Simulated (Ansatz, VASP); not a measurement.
# NbP: VASP beside Ansatz

The input INCAR:

```
SYSTEM = NbP
PREC = Accurate ; ENCUT = 520
EDIFF = 1E-6 ; ISMEAR = -1
SIGMA = 0.03 ; LREAL = .FALSE.
LASPH = .TRUE. ; NELM = 80
ALGO = Normal ; ISIF = 2
LWAVE = .FALSE. ; LCHARG = .TRUE.
GGA = PS ; LELF = .TRUE.
LVHAR = .TRUE. ; NBANDS = 26
```

Contents of KPOINTS:

```
regular mesh
0
G
  7 7 7
  0 0 0
```

Contents of POSCAR:

```
NbP
1.0
   -1.6749232544      1.6749232544      5.7401081759
    1.6749232544     -1.6749232544      5.7401081759
    1.6749232544      1.6749232544     -5.7401081759
Nb P
2 2
Direct
    0.2498808000      0.7498808000      0.5000000000
    0.4998808000      0.4998808000      0.0000000000
    0.8327477700      0.3327477700      0.5000000000
    0.0827477700      0.0827477700      0.0000000000
```

File input.yaml:

```yaml
crystal:
  lattice:
    - [-1.6749232544, 1.6749232544, 5.7401081759]
    - [1.6749232544, -1.6749232544, 5.7401081759]
    - [1.6749232544, 1.6749232544, -5.7401081759]
  atoms:
    - { symbol: Nb, position: [0.2498808, 0.7498808, 0.5] }
    - { symbol: Nb, position: [0.4998808, 0.4998808, 0.0] }
    - { symbol: P, position: [0.83274777, 0.33274777, 0.5] }
    - { symbol: P, position: [0.08274777, 0.08274777, 0.0] }
kpoints:
  mp_grid: { grid: [7, 7, 7] }
scf:
  occupations: { method: fermi_dirac, width: 0.03 }
hamiltonian:
  xc: pbesol
  pseudopotentials: { kind: all_electron, lapw: { basis_error: 0.002 } }
output:
  forces: true
  stress: true
  eigenvalues: true
```

Alike in both runs: task single point; functional PBEsol; k mesh 7 × 7 × 7; occupations fermi-dirac, width 0.03 eV; no spin polarisation.

|  | VASP | Ansatz |
| --- | --- | --- |
| version | VASP 6.6.1 | Ansatz 0.2.0 |
| potentials or method | VASP PAW PBE potentials, release 64 (Nb_sv, P), cutoff 520 eV | all-electron LAPW, scalar-relativistic |

```csv
,VASP,Ansatz,Ansatz less VASP
gap on the k mesh at the Fermi level (eV),0.05,0.05,+0.001
least direct gap on the mesh (eV),0.05,0.05,+0.001
pressure (GPa),-6.5,-6.3,+0.22
"traceless stress, the component that is largest in VASP (GPa)",-0.21,-0.22,-0.005
rms of the force components (eV/Å),0.016,0.017,+0.0003
```

VASP's potentials were made for PBE, not for PBEsol. Atom by atom the forces differ by 0.000 eV/Å (rms over components). Ansatz ran all-electron here, and VASP with PAW potentials.
